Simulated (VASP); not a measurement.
TiTe2: single point with PBEsol

TiTe2:

```xyz
3
Lattice="3.7770 0.0000 0.0000 -1.8885 3.2710 0.0000 0.0000 0.0000 6.4980" Properties=species:S:1:pos:R:3 pbc="T T T"
Ti    0.0000    0.0000    0.0000
Te    1.8885    1.0903    1.7077
Te    0.0000    2.1807    4.7903
```

| Property | Result |
| --- | --- |
| Program | VASP 6.6.1 |
| Task | single point |
| Functional | PBEsol |
| Potentials or basis | VASP PAW PBE potentials, release 64 (Ti_sv, Te) |
| Cutoff | 520 eV |
| k mesh | 2 × 2 × 1 |
| Occupations | fermi-dirac, width 0.3 eV |
| Spin | no spin polarisation |
| Dipole correction | no |
| Further INCAR settings | ALGO = Normal; EDIFF = 1e-06; NBANDS = 19 |

```json
{"Pressure": "-1.6 GPa", "Largest force": "0.150 eV/Å", "Band gap on the k mesh": "zero (band 12 reaches 7.56 eV, above the bottom of band 13 at 7.02 eV)"}
```

Forces in eV/Å, atoms in the order of the input:
```
Ti   0.000  0.000  0.000
Te   0.000  0.000  0.150
Te   0.000  0.000 -0.150
```

Stress tensor (GPa, compression positive):
```
 1.16  0.00  0.00
 0.00  1.16  0.00
 0.00  0.00 -7.15
```

Levels at points of the mesh, in eV from the Fermi level:
| k point | band 7 | band 8 | band 9 | band 10 | band 11 | band 12 | band 13 | band 14 | band 15 | band 16 |
| --- | --- | --- | --- | --- | --- | --- | --- | --- | --- | --- |
| (0.00, 0.00, 0.00) | -5.63 | -1.89 | -1.89 | 0.15 | 0.32 | 0.45 | 0.45 | 0.58 | 0.58 | 2.88 |
| (0.50, 0.00, 0.00) | -5.40 | -4.17 | -3.13 | -2.70 | -2.01 | -1.61 | -0.09 | 1.27 | 1.59 | 2.33 |

Run time: 5.7 s on 1 thread of Intel(R) Xeon(R) Platinum 8488C (Sapphire Rapids) (shared host), peak memory 0.17 GiB.

Caveat: the k points lie up to 0.97 Å⁻¹ apart; the PAW data sets were made with another functional, which shifts forces and pressure a little; spin-orbit coupling is left out, which moves the levels of the heavy elements; this functional lacks dispersion, which binds the layers, so the pressure and a relaxed spacing across them are unreliable.
